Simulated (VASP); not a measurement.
# V (Im-3m) in VASP: a series of runs, part 2 of 2

VASP 6.6.1. Earlier steps stand in the parts before.

**3. Relaxation of cell and atoms, PBE, collinear spin, ferromagnetic start**

File INCAR:

```
PREC = Accurate ; ENCUT = 600
EDIFF = 1E-6 ; ISMEAR = -1
SIGMA = 0.05 ; LREAL = F
LASPH = T ; NELM = 150
ALGO = Normal ; ISIF = 3
LWAVE = F ; LCHARG = F
ISPIN = 2 ; MAGMOM = 2
LORBIT = 11 ; LMAXMIX = 4
GGA = PE ; IBRION = 2
NSW = 80 ; EDIFFG = -0.005
```

File KPOINTS:

```
regular mesh
0
Gamma
  9 9 9
```

File POSCAR:

```
V
1.0
   -1.5143500000      1.5143500000      1.5143500000
    1.5143500000     -1.5143500000      1.5143500000
    1.5143500000      1.5143500000     -1.5143500000
V
1
Direct
    0.0000000000      0.0000000000      0.0000000000
```

Potentials or basis: VASP PAW PBE potentials, release 64 (V_sv).

The run is started by

```
$ cat potpaw_PBE.64/V_sv/POTCAR > POTCAR
$ mpirun -np 1 vasp_std > vasp.out
```

OUTCAR:

```text
PREC = Accurate
   ENCUT = 600
   EDIFF = 1E-6
   ISMEAR = -1
   LREAL = F
   LASPH = T
   NELM = 150
   ISIF = 3
   ISPIN = 2
   LORBIT = 11
   GGA = PE
   IBRION = 2
   NSW = 80
   EDIFFG = -0.005

 ion  position               nearest neighbor table
   1  0.000  0.000  0.000-

  LATTYP: Found a body centered cubic cell.
 ALAT       =     3.0287000000

  Lattice vectors:

 A1 = (  -1.5143500000,   1.5143500000,   1.5143500000)
 A2 = (   1.5143500000,  -1.5143500000,   1.5143500000)
 A3 = (   1.5143500000,   1.5143500000,  -1.5143500000)

Analysis of symmetry for initial positions (statically):
=====================================================================
 Subroutine PRICEL returns:
 Original cell was already a primitive cell.

 Routine SETGRP: Setting up the symmetry group for a
 body centered cubic supercell.

 Subroutine GETGRP returns: Found 48 space group operations
 (whereof 48 operations were pure point group operations)
 out of a pool of 48 trial point group operations.

The static configuration has the point symmetry O_h .

Analysis of symmetry for dynamics (positions and initial velocities):
=====================================================================
 Subroutine PRICEL returns:
 Original cell was already a primitive cell.

 Routine SETGRP: Setting up the symmetry group for a
 body centered cubic supercell.

 Subroutine GETGRP returns: Found 48 space group operations
 (whereof 48 operations were pure point group operations)
 out of a pool of 48 trial point group operations.

The dynamic configuration has the point symmetry O_h .

Analysis of structural, dynamic, and magnetic symmetry:
=====================================================================
 Subroutine PRICEL returns:
 Original cell was already a primitive cell.

 Routine SETGRP: Setting up the symmetry group for a
[... 144 lines left out ...]

 number of electron      13.0000003 magnetization       0.1543979

 Free energy of the ion-electron system (eV)
  ---------------------------------------------------
  ext. energy  EPLUGINS =         0.00000000
  ---------------------------------------------------
  free energy    TOTEN  =        -8.98801532 eV

  energy without entropy =       -8.96927081  energy(sigma->0) =       -8.97864306

------------------------ aborting loop because EDIFF is reached ----------------------------------------

  FORCE on cell =-STRESS in cart. coord.  units (eV):
  Direction    XX          YY          ZZ          XY          YZ          ZX
  --------------------------------------------------------------------------------------
  -------------------------------------------------------------------------------------
  Total       -0.4615185     -0.4615185     -0.4615185     -0.0000000     -0.0000000     -0.0000000
  in kB      -53.2305473    -53.2305473    -53.2305473     -0.0000000     -0.0000000     -0.0000000
  external PRESSURE =     -53.2305473 kB  Pullay stress =       0.0000000 kB
[... 22 lines left out ...]
--------------------------------------- Ionic step        2  -------------------------------------------

 number of electron      12.9999997 magnetization      -0.0014447

 E-fermi :  10.2599     XC(G=0): -13.0990

 val. band max:       10.2431845954   @ k =   0.2222   0.0000   0.0000
 cond. band min:      10.2796450269   @ k =  -0.2222   0.3333   0.1111
 fundamental gap:      0.0364604314
 Fermi energy:        10.2598826551

 spin component 1

 k-point     1 :       0.0000    0.0000    0.0000
  band No.  band energies     occupation
      1     -53.4581      1.00000
      2     -26.6969      1.00000
      3     -26.6969      1.00000
      4     -26.6969      1.00000
      5       3.5116      1.00000
      6      10.6237      0.00069
      7      10.6237      0.00069
      8      10.6237      0.00069
      9      12.7314      0.00000
     10      12.7314      0.00000
     11      30.9461      0.00000
[... 731 lines left out ...]
--------------------------------------- Ionic step        4  -------------------------------------------

 number of electron      12.9999999 magnetization      -0.0003248

 Free energy of the ion-electron system (eV)
  ---------------------------------------------------
  ext. energy  EPLUGINS =         0.00000000
  ---------------------------------------------------
  free energy    TOTEN  =        -8.99581764 eV

  energy without entropy =       -8.97624168  energy(sigma->0) =       -8.98602966

 E-fermi :   9.8163     XC(G=0): -12.9158

 val. band max:        9.8142245694   @ k =   0.2222   0.0000   0.0000
 cond. band min:       9.8449683118   @ k =   0.3333   0.1111   0.1111
 fundamental gap:      0.0307437424
 Fermi energy:         9.8162609760

 spin component 1

 k-point     1 :       0.0000    0.0000    0.0000
  band No.  band energies     occupation
      1     -53.9379      1.00000
      2     -27.2356      1.00000
      3     -27.2356      1.00000
      4     -27.2356      1.00000
      5       3.1513      1.00000
      6      10.1793      0.00070
      7      10.1793      0.00070
      8      10.1793      0.00070
      9      12.1989      0.00000
     10      12.1989      0.00000
     11      30.2506      0.00000
[... 690 lines left out ...]
  FREE ENERGIE OF THE ION-ELECTRON SYSTEM (eV)
  ---------------------------------------------------
  free  energy   TOTEN  =        -8.9958176373 eV

  energy  without entropy=       -8.9762416849  energy(sigma->0) =       -8.98602966

 reached required accuracy - stopping structural energy minimisation

 total charge

# of ion       s       p       d       tot
------------------------------------------
    1        2.340   6.218   3.104  11.663

 magnetization (x)

# of ion       s       p       d       tot
------------------------------------------
    1       -0.000  -0.000  -0.000  -0.000
```

OSZICAR:

```text
N       E                     dE             d eps       ncg     rms          rms(c)
DAV:   1     0.962207361940E+02    0.96221E+02   -0.75317E+03  1540   0.141E+03
DAV:   2    -0.839021523686E+01   -0.10461E+03   -0.10214E+03  1555   0.369E+02
DAV:   3    -0.984619618485E+01   -0.14560E+01   -0.14447E+01  1696   0.509E+01
[... 30 lines left out ...]
       N       E                     dE             d eps       ncg     rms          rms(c)
DAV:   1    -0.899594415466E+01   -0.12804E-03   -0.21238E-03  1540   0.806E-01    0.122E-01
DAV:   2    -0.899582132934E+01    0.12283E-03   -0.44570E-04  1546   0.334E-01    0.301E-02
DAV:   3    -0.899581887210E+01    0.24572E-05   -0.62459E-06  1564   0.403E-02    0.122E-02
DAV:   4    -0.899581772013E+01    0.11520E-05   -0.14187E-06  1336   0.158E-02    0.111E-03
DAV:   5    -0.899581763731E+01    0.82823E-07   -0.25032E-08   770   0.242E-03
   4 F= -.89958176E+01 E0= -.89860297E+01  d E =-.780232E-02  mag=    -0.0003
```

It took 51 s on 1 thread of AMD EPYC 7R43 (Zen 3), shared host; peak memory 0.12 GiB.

What came out:

```
Free energy                                           : -8.9958 eV
Relaxed volume                                        : 13.43 Å³/atom
Relaxed cell                                          : a = 2.594 Å, b = 2.594 Å, c = 2.594 Å, α = 109.47°, β = 109.47°, γ = 109.47°
Space group after relaxing (to 0.05 Å)                : Im-3m (No. 229)
Energy gained by relaxing                             : 7.8 meV/atom
Ionic steps                                           : 4
Pressure after relaxing                               : 0.0 GPa
Net moment                                            : 0.00 μB per cell
Valence electrons inside the program's atomic spheres : V 11.66
```

Step by step:
```csv
step,energy change (eV),largest force (eV/Å),pressure (GPa),volume (Å³)
1,0.0000,0.0000,-5.32,13.89
2,0.0007,0.0000,6.00,12.98
3,-0.0078,0.0000,-0.12,13.44
4,-0.0078,0.0000,0.02,13.43
```

Final structure:
```cif
data_structure
_symmetry_space_group_name_H-M 'P 1'
_symmetry_Int_Tables_number 1
_cell_length_a 2.5936
_cell_length_b 2.5936
_cell_length_c 2.5936
_cell_angle_alpha 109.471
_cell_angle_beta 109.471
_cell_angle_gamma 109.471
_cell_volume 13.43
loop_
_atom_site_label
_atom_site_type_symbol
_atom_site_fract_x
_atom_site_fract_y
_atom_site_fract_z
_atom_site_occupancy
V1 V 0.00000 0.00000 0.00000 1
```

**4. Relaxation of cell and atoms, PBEsol, collinear spin, ferromagnetic start**

File INCAR:

```
SYSTEM = V
PREC = Accurate
ENCUT = 600
EDIFF = 1E-7
ISMEAR = -1
SIGMA = 0.05
LREAL = .False.
LASPH = .True.
NELM = 150
ALGO = Normal
ISIF = 3
LWAVE = .False.
LCHARG = .False.
ISPIN = 2
MAGMOM = 2
LORBIT = 11
LMAXMIX = 4
GGA = PS
IBRION = 2
NSW = 80
EDIFFG = -0.005
```

File KPOINTS:

```
regular mesh
0
Gamma
  9 9 9
  0 0 0
```

POSCAR is that of step 3.

The run is started by

```
$ cat potpaw_PBE.64/V_sv/POTCAR > POTCAR
$ mpirun -np 1 vasp_std > vasp.out
```

Run time: 66 s. Hardware: 1 thread of AMD EPYC 7R43 (Zen 3), shared host; peak memory 0.13 GiB.

The run converged. Its results:

| Quantity | Value |
| --- | --- |
| Free energy | -9.6415 eV |
| Relaxed volume | 12.89 Å³/atom |
| Relaxed cell | a = 2.558 Å, b = 2.558 Å, c = 2.558 Å, α = 109.47°, β = 109.47°, γ = 109.47° |
| Space group after relaxing (to 0.05 Å) | Im-3m (No. 229) |
| Energy gained by relaxing | 40.3 meV/atom |
| Ionic steps | 6 |
| Pressure after relaxing | 0.0 GPa |
| Net moment | 0.00 μB per cell |
| Valence electrons inside the program's atomic spheres | V 11.75 |

The path:
```csv
step,energy change (eV),largest force (eV/Å),pressure (GPa),volume (Å³)
1,0.0000,0.0000,-12.08,13.89
2,0.0123,0.0000,18.31,11.89
3,-0.0403,0.0000,-0.23,12.90
4,-0.0403,0.0000,0.07,12.88
5,-0.0403,0.0000,-0.06,12.89
6,-0.0403,0.0000,0.00,12.89
```

Final structure:
```
V
1.0
    -1.47693    1.47693    1.47693
     1.47693   -1.47693    1.47693
     1.47693    1.47693   -1.47693
V
1
Direct
  0.00000 0.00000 0.00000
```

Levels at points of the mesh, in eV from the Fermi level:
Spin up:
```
           k point  band 4  band 5  band 6  band 7  band 8  band 9
(0.00, 0.00, 0.00)  -36.79   -6.78    0.37    0.37    0.37    2.49
```
Spin down:
| k point | band 3 | band 4 | band 5 | band 6 | band 7 | band 8 | band 9 | band 10 |
| --- | --- | --- | --- | --- | --- | --- | --- | --- |
| (0.00, 0.00, 0.00) | -36.79 | -36.79 | -6.78 | 0.37 | 0.37 | 0.37 | 2.49 | 2.49 |

Caveat: the PAW data sets were made with another functional, which shifts forces and pressure a little.

**5. Relaxation of cell and atoms, RPBE, collinear spin, ferromagnetic start**

File INCAR:

```
PREC = Accurate
ENCUT = 600
EDIFF = 1E-6
ISMEAR = -1
SIGMA = 0.05
LREAL = F
LASPH = T
NELM = 150
ALGO = Normal
ISIF = 3
LWAVE = F
LCHARG = F
ISPIN = 2
MAGMOM = 2
LORBIT = 11
LMAXMIX = 4
GGA = RP
IBRION = 2
NSW = 80
EDIFFG = -0.005
```

File KPOINTS:

```
Automatic mesh
0
Gamma
  9 9 9
```

POSCAR is that of step 4.

The run is started by

```
$ cat potpaw_PBE.64/V_sv/POTCAR > POTCAR
$ mpirun -np 1 vasp_std > vasp.out
```

Run time: 35 s. Hardware: 1 thread of AMD EPYC 7R43 (Zen 3), shared host; peak memory 0.12 GiB.

The run converged. Its results:

```yaml
Free_energy: -8.5119 eV
Relaxed_volume: 13.80 Å³/atom
Relaxed_cell: a = 2.617 Å, b = 2.617 Å, c = 2.617 Å, α = 109.47°, β = 109.47°, γ = 109.47°
Space_group_after_relaxing_to_0.05_Å: Im-3m (No. 229)
Energy_gained_by_relaxing: 0.3 meV/atom
Ionic_steps: 3
Pressure_after_relaxing: 0.0 GPa
Net_moment: 0.20 μB per cell
Site_moments: V +0.15 μB
Valence_electrons_inside_the_program's_atomic_spheres: V 11.60
```

Step by step:
```
step  energy change (eV)  largest force (eV/Å)  pressure (GPa)  volume (Å³)
   1              0.0000                0.0000           -1.02        13.89
   2              0.0000                0.0000            0.98        13.71
   3             -0.0003                0.0000           -0.02        13.80
```

Final structure:
```xyz
1
Lattice="-1.5111 1.5111 1.5111 1.5111 -1.5111 1.5111 1.5111 1.5111 -1.5111" Properties=species:S:1:pos:R:3 pbc="T T T"
V     0.0000    0.0000    0.0000
```

Levels at points of the mesh, in eV from the Fermi level:
Spin up:
| k point | band 5 | band 6 | band 7 | band 8 | band 9 | band 10 |
| --- | --- | --- | --- | --- | --- | --- |
| (0.00, 0.00, 0.00) | -6.66 | 0.29 | 0.29 | 0.29 | 2.29 | 2.29 |
Spin down:
```csv
k point,band 2,band 3,band 4,band 5,band 6,band 7,band 8,band 9,band 10,band 11
"(0.00, 0.00, 0.00)",-37.13,-37.13,-37.13,-6.51,0.46,0.46,0.46,2.37,2.37,20.30
```

Caveat: the PAW data sets were made with another functional, which shifts forces and pressure a little.

**6. Overview**

```tsv
level	potentials or basis	gap on the mesh (eV)	pressure (GPa)	moment (μB)	relaxed volume (Å³/atom)
LDA	VASP PAW LDA potentials, release 64 (V_sv)	none	0.0	0.00	12.47
PBE	VASP PAW PBE potentials, release 64 (V_sv)	none	0.0	0.00	13.43
PBEsol	VASP PAW PBE potentials, release 64 (V_sv)	none	0.0	0.00	12.89
RPBE	VASP PAW PBE potentials, release 64 (V_sv)	none	0.0	0.20	13.80
```

Alike in all rows: task relaxation of cell and atoms; spin collinear, ferromagnetic start; cell relaxed; k mesh 9 × 9 × 9; cutoff (eV) 600; smearing fermi-dirac 0.05 eV.

Caveats: the PAW data sets were made with another functional, which shifts forces and pressure a little (some runs); the volume moved by -10 % from the deposited cell, more than functionals usually miss (some runs).

Total energies depend on the potentials used, so only differences within one code and one set of settings carry meaning.
